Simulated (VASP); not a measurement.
# Mg2O (R-3m) in VASP: relaxation of cell and atoms with PBE

Aim: the relaxation of cell and atoms of Mg2O with PBE.

All numbers are computed with VASP 6.6.1; they aren't measurements. Logs are shortened: lines on timing, memory, paths and dates and some standing lists are left out, and cuts for length are marked.

## Step 1: The cell of the first run

It takes space group R-3m (No. 166, trigonal). Conventional cell: a = 3.073 Å, b = 3.073 Å, c = 15.039 Å, α = 90.00°, β = 90.00°, γ = 120.00°. Within 2.9 Å of Mg (site symmetry 3m) lie 3 O at 2.17 Å. Within 2.9 Å of O (site symmetry -3m) lie 6 Mg at 2.17 Å.

## Step 2: Relaxation of cell and atoms, PBE

Input file INCAR:

```
SYSTEM = Mg2O
PREC     = Accurate       ! precision mode
ENCUT    = 600            ! plane-wave cutoff, eV
EDIFF    = 1E-6           ! SCF threshold, eV
ISMEAR   = 0              ! smearing method
SIGMA    = 0.1            ! smearing width, eV
LREAL    = .FALSE.        ! projectors in reciprocal space
LASPH    = .TRUE.         ! aspherical terms in the spheres
NELM     = 60             ! most SCF steps
ALGO     = Normal         ! electronic algorithm
ISIF     = 3              ! what is computed and relaxed
LWAVE    = .FALSE.        ! write WAVECAR
LCHARG   = .FALSE.        ! write CHGCAR
GGA      = PE             ! functional
IBRION   = 2              ! ionic algorithm
NSW      = 100            ! ionic steps
EDIFFG   = -0.01          ! ionic threshold
```

Input file KPOINTS:

```
regular mesh
0
G
  12 12 12
  0 0 0
```

Input file POSCAR:

```
Mg2O
1.0
    1.5362501522      0.8869544389      5.0131501767
   -1.5362501522      0.8869544389      5.0131501767
    0.0000000000     -1.7739088778      5.0131501767
Mg O
2 1
Direct
    0.7493355120      0.7493355120      0.7493355120
    0.2506644880      0.2506644880      0.2506644880
    0.0000000000      0.0000000000      0.0000000000
```

Potentials or basis: VASP PAW PBE potentials, release 64 (Mg, O).

The run is started by

```
$ cat potpaw_PBE.64/Mg/POTCAR potpaw_PBE.64/O/POTCAR > POTCAR
$ mpirun -np 1 vasp_std > vasp.out
```

OUTCAR:

```text
SYSTEM = Mg2O
   PREC = Accurate
   ENCUT = 600
   EDIFF = 1E-6
   ISMEAR = 0
   LREAL = .FALSE.
   LASPH = .TRUE.
   NELM = 60
   ISIF = 3
   GGA = PE
   IBRION = 2
   NSW = 100
   EDIFFG = -0.01

 ion  position               nearest neighbor table
   1  0.749  0.749  0.749-   3 2.17   3 2.17   3 2.17   2 3.05   2 3.05   2 3.05   2 3.09   2 3.09
                             2 3.09
   2  0.251  0.251  0.251-   3 2.17   3 2.17   3 2.17   1 3.05   1 3.05   1 3.05   1 3.09   1 3.09
                             1 3.09
   3  0.000  0.000  0.000-   1 2.17   2 2.17   1 2.17   1 2.17   2 2.17   2 2.17

  LATTYP: Found a trigonal (rhomboedric) cell.
 ALAT       =     5.3177464589
 COS(alpha) =     0.8330837499

  Lattice vectors:

 A1 = (   1.5362501522,   0.8869544389,   5.0131501767)
 A2 = (  -1.5362501522,   0.8869544389,   5.0131501767)
 A3 = (   0.0000000000,  -1.7739088778,   5.0131501767)

Analysis of symmetry for initial positions (statically):
=====================================================================
 Subroutine PRICEL returns:
 Original cell was already a primitive cell.

 Routine SETGRP: Setting up the symmetry group for a
 trigonal (rhombohedral) supercell.

 Subroutine GETGRP returns: Found 12 space group operations
 (whereof 12 operations were pure point group operations)
 out of a pool of 12 trial point group operations.

The static configuration has the point symmetry D_3d.

Analysis of symmetry for dynamics (positions and initial velocities):
=====================================================================
 Subroutine PRICEL returns:
 Original cell was already a primitive cell.

 Routine SETGRP: Setting up the symmetry group for a
 trigonal (rhombohedral) supercell.

 Subroutine GETGRP returns: Found 12 space group operations
 (whereof 12 operations were pure point group operations)
 out of a pool of 12 trial point group operations.

The dynamic configuration has the point symmetry D_3d.

 Subroutine INISYM returns: Found 12 space group operations
 (whereof 12 operations are pure point group operations),
 and found     1 'primitive' translations

----------------------------------------------------------------------------------------

                                     Primitive cell

  volume of cell :      40.9850

  direct lattice vectors                    reciprocal lattice vectors
     1.536250152  0.886954439  5.013150177     0.325467828  0.187908938  0.066491791
    -1.536250152  0.886954439  5.013150177    -0.325467828  0.187908938  0.066491791
     0.000000000 -1.773908878  5.013150177     0.000000000 -0.375817876  0.066491791

  length of vectors
     5.317746459  5.317746459  5.317746459     0.381654601  0.381654601  0.381654601

  position of ions in fractional coordinates (direct lattice)
     0.749335512  0.749335512  0.749335512
     0.250664488  0.250664488  0.250664488
     0.000000000  0.000000000  0.000000000

  ion indices of the primitive-cell ions
   primitive index   ion index
                 1           1
                 2           2
                 3           3

----------------------------------------------------------------------------------------

 KPOINTS: regular mesh

Automatic generation of k-mesh.
 Grid dimensions read from file:
 generate k-points for:   12   12   12

 Generating k-lattice:

  Cartesian coordinates                     Fractional coordinates (reciprocal lattice)
     0.027122319  0.015659078  0.005540983     0.083333333  0.000000000  0.000000000
    -0.027122319  0.015659078  0.005540983     0.000000000  0.083333333  0.000000000
     0.000000000 -0.031318156  0.005540983     0.000000000  0.000000000  0.083333333
[... 67 lines left out ...]
   PSTRESS=    0.0 pullay stress
   NELECT =      10.0000    total number of electrons
   NUPDOWN=      -1.0000    fix difference up-down
   EMIN   =  10.00;   EMAX   =-10.00  energy-range for DOS
   EFERMI =   0.00;   METHOD = LEGACY
   ISMEAR =     0;   SIGMA  =   0.10  broadening in eV -4-tet -1-fermi 0-gaus
   EFERMI_NEDOS =   21; number of points for ismear=-14 and -15
   IALGO  =     38    algorithm
   IMIX   =      4    mixing-type and parameters
     AMIX     =   0.40;   BMIX     =  1.00
     AMIX_MAG =   1.60;   BMIX_MAG =  1.00
  volume/ion in A,a.u.               =      13.66        92.19
  Fermi-wavevector in a.u.,A,eV,Ry     =   1.022978  1.933149 14.238288  1.046485
  Thomas-Fermi vector in A             =   2.156687
   LORBIT       =      0    0 simple, 1 ext, 2 COOP (PROOUT), +10 PAW based schemes
   GGA     = PE    functional components
   LHFCALC =     F    Hartree Fock is set to
   AEXX    =    0.0000 exact exchange contribution
   IVDW    =     0    specifies the selected vdW correction
   LEPSILON=     F    determine dielectric tensor
   LRPA    =     F    only Hartree local field effects (RPA)
 conjugate gradient relaxation of ions
 non-spin polarized calculation
 Gauss-broadening in eV      SIGMA  =   0.10
  energy-cutoff  :      600.00
  volume of cell :       40.99
 maximum number of plane-waves:      1401
   NGX = 21   NGY = 21   NGZ = 21

--------------------------------------- Ionic step        1  -------------------------------------------

 number of electron      10.0000002 magnetization

 Free energy of the ion-electron system (eV)
  ---------------------------------------------------
  ext. energy  EPLUGINS =         0.00000000
  ---------------------------------------------------
  free energy    TOTEN  =       -12.73630974 eV

  energy without entropy =      -12.73476559  energy(sigma->0) =      -12.73553767

------------------------ aborting loop because EDIFF is reached ----------------------------------------

  FORCE on cell =-STRESS in cart. coord.  units (eV):
  Direction    XX          YY          ZZ          XY          YZ          ZX
  --------------------------------------------------------------------------------------
  -------------------------------------------------------------------------------------
  Total       -0.0483890     -0.0483890      0.1051827      0.0000000     -0.0000000      0.0000000
  in kB       -1.8916119     -1.8916119      4.1117791      0.0000000     -0.0000000      0.0000000
  external PRESSURE =       0.1095184 kB  Pullay stress =       0.0000000 kB

 VOLUME and BASIS-vectors are now :
 -----------------------------------------------------------------------------
  energy-cutoff  :      600.00
  volume of cell :       40.99
      direct lattice vectors                 reciprocal lattice vectors
     1.536250152  0.886954439  5.013150177     0.325467828  0.187908938  0.066491791
    -1.536250152  0.886954439  5.013150177    -0.325467828  0.187908938  0.066491791
     0.000000000 -1.773908878  5.013150177     0.000000000 -0.375817876  0.066491791

 POSITION                                       TOTAL-FORCE (eV/Angst)
 -----------------------------------------------------------------------------------
      0.00000      0.00000     11.26959         0.000000     -0.000000      0.011870
      0.00000      0.00000      3.76986         0.000000      0.000000     -0.011870
      0.00000      0.00000      0.00000         0.000000      0.000000     -0.000000
 -----------------------------------------------------------------------------------
    total drift:                                0.000000      0.000000      0.000000

  FREE ENERGIE OF THE ION-ELECTRON SYSTEM (eV)
  ---------------------------------------------------
  free  energy   TOTEN  =       -12.7363097394 eV

  energy  without entropy=      -12.7347655949  energy(sigma->0) =      -12.73553767

--------------------------------------- Ionic step        2  -------------------------------------------

 number of electron      10.0000001 magnetization

 Free energy of the ion-electron system (eV)
  ---------------------------------------------------
  ext. energy  EPLUGINS =         0.00000000
  ---------------------------------------------------
  free energy    TOTEN  =       -12.73645656 eV

  energy without entropy =      -12.73489496  energy(sigma->0) =      -12.73567576

 E-fermi :   4.9485     XC(G=0):  -9.7636

 val. band max:        4.9468416873   @ k =  -0.4167   0.1667   0.0000
 cond. band min:       5.0119840054   @ k =  -0.2500   0.2500   0.2500
 fundamental gap:      0.0651423181
 Fermi energy:         4.9484771571

 k-point     1 :       0.0000    0.0000    0.0000
  band No.  band energies     occupation
      1     -15.3621      2.00000
      2      -1.8856      2.00000
      3      -0.6614      2.00000
      4       0.6618      2.00000
      5       0.6618      2.00000
      6       7.4769      0.00000
      7       8.0817      0.00000
      8      16.5793      0.00000
      9      16.5793      0.00000
[... 265 lines left out ...]
 k-point    24 :      -0.4167    0.1667    0.0000
  band No.  band energies     occupation
      1     -14.6410      2.00000
      2      -2.4274      2.00000
      3      -0.7099      2.00000
      4      -0.6281      2.00000
      5       4.9468      1.01845
      6       5.1383      0.00727
      7       8.1274      0.00000
      8       9.5956      0.00000
      9      12.5015      0.00000

 [... further k-points ...]

------------------------ aborting loop because EDIFF is reached ----------------------------------------

  FORCE on cell =-STRESS in cart. coord.  units (eV):
  Direction    XX          YY          ZZ          XY          YZ          ZX
  --------------------------------------------------------------------------------------
  -------------------------------------------------------------------------------------
  Total       -0.0127260     -0.0127260      0.0080049      0.0000000      0.0000000      0.0000000
  in kB       -0.4974155     -0.4974155      0.3128834      0.0000000      0.0000000      0.0000000
  external PRESSURE =      -0.2273158 kB  Pullay stress =       0.0000000 kB

 VOLUME and BASIS-vectors are now :
 -----------------------------------------------------------------------------
  energy-cutoff  :      600.00
  volume of cell :       40.99
      direct lattice vectors                 reciprocal lattice vectors
     1.535054738  0.886264266  5.021629575     0.325721284  0.188055271  0.066379515
    -1.535054738  0.886264266  5.021629575    -0.325721284  0.188055271  0.066379515
     0.000000000 -1.772528532  5.021629575     0.000000000 -0.376110542  0.066379515

 POSITION                                       TOTAL-FORCE (eV/Angst)
 -----------------------------------------------------------------------------------
      0.00000      0.00000     11.28923         0.000000      0.000000     -0.005187
      0.00000      0.00000      3.77566         0.000000      0.000000      0.005187
      0.00000      0.00000     15.06489         0.000000     -0.000000     -0.000000
 -----------------------------------------------------------------------------------
    total drift:                                0.000000     -0.000000     -0.000000

  FREE ENERGIE OF THE ION-ELECTRON SYSTEM (eV)
  ---------------------------------------------------
  free  energy   TOTEN  =       -12.7364565618 eV

  energy  without entropy=      -12.7348949597  energy(sigma->0) =      -12.73567576

 reached required accuracy - stopping structural energy minimisation
```

Wall time 2.6 min (1 thread of Intel Xeon 8259CL, shared host); peak memory 0.33 GiB.

Results:

```
Free energy                           : -12.7365 eV
Relaxed volume                        : 13.66 Å³/atom
Relaxed cell                          : a = 5.325 Å, b = 5.325 Å, c = 5.325 Å, α = 33.51°, β = 33.51°, γ = 33.51°
Space group after relaxing (to 0.1 Å) : R-3m (No. 166)
Energy gained by relaxing             : 0.0 meV/atom
Ionic steps                           : 2
Pressure after relaxing               : 0.0 GPa
Largest force after relaxing          : 0.005 eV/Å
Band gap on the k mesh                : zero (bands 5 and 6 overlap by 1.34 eV)
```

Forces on the atoms (eV/Å):
```
Mg   0.000  0.000 -0.005
Mg   0.000  0.000  0.005
O    0.000  0.000  0.000
```

Step by step:
```tsv
step	energy change (eV)	largest force (eV/Å)	pressure (GPa)	volume (Å³)
1	0.0000	0.0119	0.01	40.99
2	-0.0001	0.0052	-0.02	40.99
```

Final structure:
```
Mg O
1.0
     1.53505    0.88626    5.02163
    -1.53505    0.88626    5.02163
     0.00000   -1.77253    5.02163
Mg O
2 1
Direct
  0.74937 0.74937 0.74937
  0.25063 0.25063 0.25063
  0.00000 0.00000 0.00000
```

Levels at points of the mesh, in eV from the Fermi level:
| k point | band 2 | band 3 | band 4 | band 5 | band 6 | band 7 | band 8 | band 9 |
| --- | --- | --- | --- | --- | --- | --- | --- | --- |
| (0.00, 0.00, 0.00) | -6.83 | -5.61 | -4.29 | -4.29 | 2.53 | 3.13 | 11.63 | 11.63 |
| (0.50, 0.00, 0.00) | -7.64 | -5.71 | -4.90 | -0.50 | -0.02 | 2.47 | 7.10 | 7.25 |
| (0.50, 0.50, 0.00) | -7.59 | -5.85 | -4.90 | -1.16 | 0.67 | 4.86 | 4.88 | 5.56 |
| (0.50, 0.50, 0.50) | -7.97 | -4.29 | -4.29 | -2.90 | -0.75 | 5.73 | 8.64 | 10.95 |

The gap in the log of VASP goes by the Fermi energy; the results here count the filled bands.